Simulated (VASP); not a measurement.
Wanted: the native input for a VASP 6.6.1 run.

| Property | Result |
| --- | --- |
| Task | single point |
| Functional | PBE |
| Potentials or basis | VASP PAW PBE potentials, release 64 (Na_pv, Nb_sv, O) |
| Cutoff | 520 eV |
| k mesh | 6 × 6 × 6 |
| Occupations | gaussian, width 0.1 eV |
| Spin | no spin polarisation |
| Dipole correction | no |
| Further INCAR settings | ALGO = Normal; EDIFF = 1e-06; NBANDS = 31 |

The structure of Na2Nb2O lies in POSCAR:

```
Na2Nb2O
1.0
   -2.0582215400      2.0582215400      4.7921243900
    2.0582215400     -2.0582215400      4.7921243900
    2.0582215400      2.0582215400     -4.7921243900
Na Nb O
2 2 1
Direct
    0.3709999900      0.3709999900      0.0000000000
    0.6290000100      0.6290000100      0.0000000000
    0.7500000000      0.2500000000      0.5000000000
    0.2500000000      0.7500000000      0.5000000000
    0.0000000000      0.0000000000      0.0000000000
```

The input as run:

INCAR

```
SYSTEM = Na2Nb2O
PREC     = Accurate       ! precision mode
ENCUT    = 520            ! plane-wave cutoff, eV
EDIFF    = 1E-6           ! SCF threshold, eV
ISMEAR   = 0              ! smearing method
SIGMA    = 0.1            ! smearing width, eV
LREAL    = .False.        ! projectors in reciprocal space
LASPH    = .True.         ! aspherical terms in the spheres
NELM     = 100            ! most SCF steps
ALGO     = Normal         ! electronic algorithm
ISIF     = 2              ! what is computed and relaxed
LWAVE    = .False.        ! write WAVECAR
LCHARG   = .False.        ! write CHGCAR
GGA      = PE             ! functional
NBANDS   = 31             ! bands
```

KPOINTS

```
Automatic mesh
0
Gamma
  6 6 6
  0 0 0
```

Potentials or basis: VASP PAW PBE potentials, release 64 (Na_pv, Nb_sv, O).

Run with:

```bash
$ cat potpaw_PBE.64/Na_pv/POTCAR potpaw_PBE.64/Nb_sv/POTCAR potpaw_PBE.64/O/POTCAR > POTCAR
$ mpirun -np 1 vasp_std > vasp.out
```

It gave:

```yaml
Pressure: 24.1 GPa
Largest_force: 6.153 eV/Å
Band_gap_on_the_k_mesh: zero (band 23 reaches 7.37 eV, above the bottom of band 24 at 6.01 eV)
```

Caveat: forces of over 1 eV/Å act on the atoms, so gaps and moduli don't describe the material at rest.

Run time: 68 s on 1 thread of Intel(R) Xeon(R) 6975P-C (Granite Rapids), with other jobs on the host, peak memory 0.29 GiB.
